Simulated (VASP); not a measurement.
The system is Si.

```
Si
1.0
     2.52700    0.00000    0.00000
    -1.26350    2.18845    0.00000
     0.00000    0.00000    2.37300
Si
1
Direct
  0.00000 0.00000 0.00000
```

This isn't the form of Si at room conditions, which is diamond.

Base run:

* Program: VASP 6.6.1
* Functional: RPBE
* Dispersion: D4
* Potentials or basis: VASP PAW PBE potentials, release 64 (Si)
* Cutoff: 500 eV
* k mesh: 14 × 14 × 13
* Occupations: fermi-dirac, width 0.1 eV
* Spin: no spin polarisation

Its results: band gap on the k mesh zero (bands 2 and 3 overlap by 11.43 eV); pressure 10.6 GPa.

Task: The run is repeated on the same cell with these changes: dispersion from D4 to none. What comes out?

Result: Band gap on the k mesh zero (bands 2 and 3 overlap by 11.43 eV); pressure 22.1 GPa.

Dispersion adds attraction, which lowers the pressure at fixed volume and, as a term added to the energy, leaves the levels alone.

Caveats: the cell stands under pressure; the PAW data sets were made with another functional, which shifts forces and pressure a little.
